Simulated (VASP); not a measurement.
# BN (F-43m) in VASP: notebook, part 2 of 2

VASP 6.6.1.

## 3. Single point, PBE

This run uses another cell than the first one, of 6.08 Å³/atom, 1.020 times its volume.

INCAR reads:

```
  PREC = Accurate
  ENCUT = 600
  EDIFF = 1E-6
  ISMEAR = 0
  SIGMA = 0.1
  LREAL = F
  LASPH = T
  NELM = 120
  ALGO = Normal
  ISIF = 2
  LWAVE = F
  LCHARG = F
  GGA = PE
  NBANDS = 11
  GGA_COMPAT = F
```

KPOINTS reads:

```
Automatic mesh
0
Gamma
  12 12 12
```

POSCAR reads:

```
BN
1.0
    0.0000000000      1.8250079791      1.8250079791
    1.8250079791      0.0000000000      1.8250079791
    1.8250079791      1.8250079791      0.0000000000
B N
1 1
Direct
    0.0000000000      0.0000000000      0.0000000000
    0.7500000000      0.7500000000      0.7500000000
```

Potentials or basis: VASP PAW PBE potentials, release 64 (B, N).

Run with:

```
$ cat potpaw_PBE.64/B/POTCAR potpaw_PBE.64/N/POTCAR > POTCAR
$ mpirun -np 1 vasp_std > vasp.out
```

OUTCAR:

```text
PREC = Accurate
   ENCUT = 600
   EDIFF = 1E-6
   ISMEAR = 0
   LREAL = F
   LASPH = T
   NELM = 120
   ISIF = 2
   GGA = PE

 ion  position               nearest neighbor table
   1  0.000  0.000  0.000-   2 1.58   2 1.58   2 1.58   2 1.58
   2  0.750  0.750  0.750-   1 1.58   1 1.58   1 1.58   1 1.58

  LATTYP: Found a face centered cubic cell.
 ALAT       =     3.6500159582

  Lattice vectors:

 A1 = (   0.0000000000,   1.8250079791,   1.8250079791)
 A2 = (   1.8250079791,   0.0000000000,   1.8250079791)
 A3 = (   1.8250079791,   1.8250079791,   0.0000000000)

Analysis of symmetry for initial positions (statically):
=====================================================================
 Subroutine PRICEL returns:
 Original cell was already a primitive cell.

 Routine SETGRP: Setting up the symmetry group for a
 face centered cubic supercell.

 Subroutine GETGRP returns: Found 24 space group operations
 (whereof 24 operations were pure point group operations)
 out of a pool of 48 trial point group operations.

The static configuration has the point symmetry T_d .

Analysis of symmetry for dynamics (positions and initial velocities):
[... 174 lines left out ...]
      6      15.7327      0.00000
      7      15.7327      0.00000
      8      16.9341      0.00000
      9      31.2636      0.00000
     10      34.4672      0.00000
     11      34.4672      0.00000
[... 309 lines left out ...]
 k-point    24 :      -0.4167    0.1667    0.0000
  band No.  band energies     occupation
      1      -8.4214      2.00000
      2      -2.7018      2.00000
      3       3.0233      2.00000
      4       4.5575      2.00000
      5      16.2141      0.00000
      6      18.9007      0.00000
      7      19.0763      0.00000
      8      22.3665      0.00000
      9      27.7511      0.00000
     10      32.0457      0.00000
     11      33.1567      0.00000

 [... further k-points ...]

------------------------ aborting loop because EDIFF is reached ----------------------------------------

  FORCE on cell =-STRESS in cart. coord.  units (eV):
  Direction    XX          YY          ZZ          XY          YZ          ZX
  --------------------------------------------------------------------------------------
  -------------------------------------------------------------------------------------
  Total       -0.5731181     -0.5731181     -0.5731181     -0.0000000      0.0000000      0.0000000
  in kB      -75.5318980    -75.5318980    -75.5318980     -0.0000000      0.0000000      0.0000000
  external PRESSURE =     -75.5318980 kB  Pullay stress =       0.0000000 kB

 VOLUME and BASIS-vectors are now :
 -----------------------------------------------------------------------------
  energy-cutoff  :      600.00
  volume of cell :       12.16
      direct lattice vectors                 reciprocal lattice vectors
     0.000000000  1.825007979  1.825007979    -0.273971405  0.273971405  0.273971405
     1.825007979  0.000000000  1.825007979     0.273971405 -0.273971405  0.273971405
     1.825007979  1.825007979  0.000000000     0.273971405  0.273971405 -0.273971405

 POSITION                                       TOTAL-FORCE (eV/Angst)
 -----------------------------------------------------------------------------------
      0.00000      0.00000      0.00000         0.000000     -0.000000     -0.000000
      2.73751      2.73751      2.73751        -0.000000      0.000000      0.000000
 -----------------------------------------------------------------------------------
    total drift:                               -0.000000     -0.000000     -0.000000

  FREE ENERGIE OF THE ION-ELECTRON SYSTEM (eV)
  ---------------------------------------------------
  free  energy   TOTEN  =       -17.4492999209 eV

  energy  without entropy=      -17.4492999209  energy(sigma->0) =      -17.44929992
```

Run time: 14 s. Hardware: 1 thread of Intel Xeon 8259CL, shared host; peak memory 0.13 GiB.

What came out:

```yaml
Free_energy: -17.4493 eV
Pressure: -7.6 GPa
Band_gap_on_the_k_mesh: 4.43 eV, indirect (least direct gap 8.68 eV)
```

## 4. Single point, PBE

This run uses another cell than the first one, of 4.18 Å³/atom, 0.702 times its volume.

INCAR reads:

```
SYSTEM = BN
  PREC = Accurate
  ENCUT = 600
  EDIFF = 1E-6
  ISMEAR = 0
  SIGMA = 0.1
  LREAL = .FALSE.
  LASPH = .TRUE.
  NELM = 120
  ALGO = Normal
  ISIF = 2
  LWAVE = .FALSE.
  LCHARG = .FALSE.
  GGA = PE
  NBANDS = 11
  GGA_COMPAT = .FALSE.
```

KPOINTS reads:

```
Automatic mesh
0
G
  4 4 4
  0 0 0
```

POSCAR reads:

```
BN
1.0
    0.0000000000      1.6113025004      1.6113025004
    1.6113025004      0.0000000000      1.6113025004
    1.6113025004      1.6113025004      0.0000000000
B N
1 1
Direct
    0.0000000000      0.0000000000      0.0000000000
    0.7500000000      0.7500000000      0.7500000000
```

Run with:

```
$ cat potpaw_PBE.64/B/POTCAR potpaw_PBE.64/N/POTCAR > POTCAR
$ mpirun -np 1 vasp_std > vasp.out
```

It took 3.8 s on 1 thread of AMD EPYC 7R13, shared host; peak memory 0.08 GiB.

Results (log left out):

- Free energy: -15.2509 eV
- Pressure: 250.1 GPa
- Band gap on the k mesh: 4.72 eV, indirect (least direct gap 10.44 eV)

Levels at points of the mesh, in eV from the valence-band top:
```csv
k point,band 2,band 3,band 4,band 5,band 6,band 7
"(0.00, 0.00, 0.00)",0.00,0.00,0.00,10.44,10.44,10.44
"(0.50, 0.00, 0.00)",-14.32,-2.71,-2.71,12.54,12.54,15.09
"(0.50, 0.50, 0.00)",-11.57,-6.91,-6.91,4.72,11.10,23.85
```

Caveat: the k points lie up to 0.84 Å⁻¹ apart. A k mesh can miss the band edges.

## 5. Single point, PBE

INCAR reads:

```
  ALGO = Normal
  EDIFF = 1E-6
  ENCUT = 600
  GGA = PE
  GGA_COMPAT = False
  ISIF = 2
  ISMEAR = 0
  LASPH = True
  LCHARG = False
  LREAL = False
  LWAVE = False
  NBANDS = 11
  NELM = 120
  PREC = Accurate
  SIGMA = 0.1
```

KPOINTS reads:

```
k-points
0
Gamma
  3 3 3
```

POSCAR reads:

```
BN
1.0
    0.0000000000      1.8130010000      1.8130010000
    1.8130010000      0.0000000000      1.8130010000
    1.8130010000      1.8130010000      0.0000000000
B N
1 1
Direct
    0.0000000000      0.0000000000      0.0000000000
    0.7500000000      0.7500000000      0.7500000000
```

Run with:

```
$ cat potpaw_PBE.64/B/POTCAR potpaw_PBE.64/N/POTCAR > POTCAR
$ mpirun -np 1 vasp_std > vasp.out
```

Wall time 2.9 s (1 thread of AMD EPYC 7R13, shared host); peak memory 0.08 GiB.

It converged, with:

```
Free energy            : -17.0840 eV
Pressure               : 2.9 GPa
Band gap on the k mesh : 5.58 eV, indirect (least direct gap 8.67 eV)
```

Levels at points of the mesh, in eV from the valence-band top:
| k point | band 1 | band 2 | band 3 | band 4 | band 5 | band 6 | band 7 | band 8 | band 9 |
| --- | --- | --- | --- | --- | --- | --- | --- | --- | --- |
| (0.00, 0.00, 0.00) | -20.18 | 0.00 | 0.00 | 0.00 | 8.67 | 8.67 | 8.67 | 10.17 | 24.48 |

Caveat: the k points lie up to 1.00 Å⁻¹ apart. A k mesh can miss the band edges.

## 6. Summary

```csv
cell,k mesh,gap on the mesh (eV),pressure (GPa)
"a = 2.581 Å, angles 60.0°, 2 atoms",12 × 12 × 12,4.43,-7.6
"a = 2.279 Å, angles 60.0°, 2 atoms",4 × 4 × 4,4.72,250.1
"a = 2.564 Å, angles 60.0°, 2 atoms",3 × 3 × 3,5.58,2.9
```

Alike in all rows: task single point; level PBE; potentials or basis VASP PAW PBE potentials, release 64 (B, N); no spin polarisation; cutoff (eV) 600; smearing gaussian 0.1 eV.

Caveats: some runs use coarse meshes.

Total energies depend on the potentials used, so only differences within one code and one set of settings carry meaning.
